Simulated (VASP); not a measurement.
Runs of VASP 6.6.1 on Pd. The structure is that of space group Pm-3m (No. 221), or close to it. The cells are those of the table. 

```csv
task,cell,gap on the mesh (eV),pressure (GPa)
single point,"a = 2.551 Å, 1 atom",none,(a)
single point,"a = 2.526 Å, 1 atom",none,2.6
single point,"a = 2.538 Å, 1 atom",none,0.0
relaxation of cell and atoms,"relaxed from a = 2.530 Å, 1 atom",none,0.0
```

Alike in all rows: level LDA; potentials or basis VASP PAW LDA potentials, release 64 (Pd); no spin polarisation; k mesh 9 × 9 × 9; cutoff (eV) 500; smearing fermi-dirac 0.05 eV.

Task: Estimate the missing entries.

Result: (a) -2.4.

A k mesh can miss the band edges, and the runs leave out spin-orbit coupling on Pd.

A gap of «none» marks levels without a gap at the run's occupations.
